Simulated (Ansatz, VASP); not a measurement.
BN in VASP and in Ansatz

Contents of POSCAR:

```
BN
1.0
    2.5360000000      0.0000000000      0.0000000000
   -1.2680000000      2.1962404240      0.0000000000
    0.0000000000      0.0000000000      4.1990000000
B N
2 2
Direct
    0.6666666667      0.3333333333      0.0000000000
    0.3333333333      0.6666666667      0.5000000000
    0.6666666667      0.3333333333      0.3750000000
    0.3333333333      0.6666666667      0.8750000000
```

INCAR.step1

```
ALGO = Normal
EDIFF = 1E-4
ENCUT = 600
GGA = PE
ISMEAR = 0
LASPH = T
LCHARG = F
LREAL = F
LWAVE = T
NELM = 60
PREC = Accurate
SIGMA = 0.01
```

The input INCAR.step2:

```
ALGO = Normal
EDIFF = 1E-6
EDIFFG = -0.002
ENCUT = 600
IBRION = 2
ISIF = 3
ISMEAR = 0
ISTART = 1
LASPH = T
LCHARG = F
LMIXTAU = T
LREAL = F
LWAVE = F
METAGGA = R2SCAN
NELM = 60
NSW = 80
PREC = Accurate
SIGMA = 0.01
```

File KPOINTS:

```
k-points
0
Gamma
  8 8 5
```

Input for Ansatz:

```yaml
crystal:
  lattice:
    - [2.536, 0.0, 0.0]
    - [-1.268, 2.196240424, 0.0]
    - [0.0, 0.0, 4.199]
  atoms:
    - { symbol: B, position: [0.6666666667, 0.3333333333, 0.0] }
    - { symbol: B, position: [0.3333333333, 0.6666666667, 0.5] }
    - { symbol: "N", position: [0.6666666667, 0.3333333333, 0.375] }
    - { symbol: "N", position: [0.3333333333, 0.6666666667, 0.875] }
scf:
  occupations: { method: fixed }
output:
  forces: true
  stress: true
hamiltonian:
  xc: r2scan
kpoints:
  mp_grid: { grid: [8, 8, 5] }
relax:
  f_tol: 0.002
  cell: { stress_tol: 0.02 }
```

Alike in both runs: task relaxation of cell and atoms; functional r2SCAN; k mesh 8 × 8 × 5; no spin polarisation.

|  | VASP | Ansatz |
| --- | --- | --- |
| version | VASP 6.6.1 | Ansatz 0.2.0 |
| potentials or method | VASP PAW PBE potentials, release 64 (B, N) | scalar-relativistic, plane waves, PAW |
| plane-wave cutoff (eV) | 600 | 500 |
| occupations | gaussian, width 0.01 eV | fixed |
| valence electrons in the cell | 16 | 16 |

```tsv
	VASP	Ansatz	Ansatz less VASP
relaxed volume (Å³/atom)	5.91	5.90	-0.018
relaxed cell length with the largest relative difference (Å)	4.212	4.208	-0.0043
```

VASP's potentials were made for PBE, not for r2SCAN.
